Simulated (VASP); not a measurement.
Ca2Ta3O:

```
Ca Ta O
1.0
     5.50610    0.00000    0.00000
    -2.75305    4.76842    0.00000
     0.00000    0.00000    4.90981
Ca Ta O
2 3 1
Direct
  0.33333 0.66667 0.50673
  0.66667 0.33333 0.50673
  0.50000 0.00000 0.15506
  0.00000 0.50000 0.15506
  0.50000 0.50000 0.15506
  0.00000 0.00000 0.70692
```

The cell was generated, and may not be a known phase.

| Item | Value |
| --- | --- |
| Program | VASP 6.6.1 |
| Task | relaxation of cell and atoms |
| Functional | PBE |
| Potentials or basis | VASP PAW PBE potentials, release 64 (Ca_sv, Ta_pv, O) |
| Cutoff | 600 eV |
| k mesh | 6 × 6 × 4 |
| Occupations | gaussian, width 0.1 eV |
| Spin | no spin polarisation |

At the start: pressure 15.7 GPa; volume 21.48 Å³/atom.

Question: How do energy, volume and symmetry change on relaxing?

Answer: Over 23 steps the energy falls by 1749.5 meV/atom and the volume is 24.63 Å³/atom (+14.6 %); space group P6mm (No. 183, to 0.1 Å) before, P6/mmm (No. 191, to 0.1 Å).

The path:
| step | energy change (eV) | largest force (eV/Å) | pressure (GPa) | volume (Å³) |
| --- | --- | --- | --- | --- |
| 1 | 0.0000 | 8.8253 | 15.73 | 128.91 |
| 2 | -8.8330 | 0.2246 | -7.90 | 171.41 |
| 3 | -8.8746 | 0.2808 | -7.38 | 168.99 |
| 4 | -8.8847 | 0.3934 | -7.09 | 167.78 |
| 5 | -10.2088 | 0.3350 | 0.34 | 145.59 |
| 6 | -10.2090 | 0.3275 | 0.20 | 145.84 |
| 7 | -10.2358 | 0.3915 | 0.02 | 146.52 |
| 8 | -10.2498 | 0.4742 | -0.18 | 147.44 |
| 9 | -10.2712 | 0.4835 | -0.10 | 147.13 |
| 10 | -10.3217 | 0.4635 | 0.17 | 146.21 |
| 11 | -10.3220 | 0.7553 | 1.03 | 144.38 |
| 12 | -10.3418 | 0.5310 | 0.53 | 145.36 |
| 13 | -10.3517 | 0.5318 | 0.52 | 145.44 |
| 14 | -10.3796 | 0.5317 | 0.51 | 145.68 |
| 15 | -10.4228 | 0.5176 | 0.48 | 146.16 |
| 16 | -10.4324 | 0.4486 | 0.47 | 147.10 |
| 17 | -10.4429 | 0.4839 | 0.47 | 146.69 |
| 18 | -10.4643 | 0.3781 | 0.16 | 147.45 |
| 19 | -10.4890 | 0.1417 | -0.55 | 149.39 |
| 20 | -10.4893 | 0.1171 | -0.62 | 149.62 |
| 21 | -10.4950 | 0.0624 | -0.05 | 148.18 |
| 22 | -10.4954 | 0.0428 | 0.16 | 147.69 |
| 23 | -10.4968 | 0.0288 | 0.04 | 147.75 |

Final structure:
```
Ca Ta O
1.0
     5.20935    0.00000    0.00000
    -2.60467    4.51143    0.00000
     0.00000    0.00000    6.28697
Ca Ta O
2 3 1
Direct
  0.33333 0.66667 0.61357
  0.66667 0.33333 0.61357
  0.50000 0.00000 0.11390
  0.00000 0.50000 0.11390
  0.50000 0.50000 0.11390
  0.00000 0.00000 0.61673
```

Caveat: a cell axis changed by over 15 % at a fixed basis, so the end point is rough.
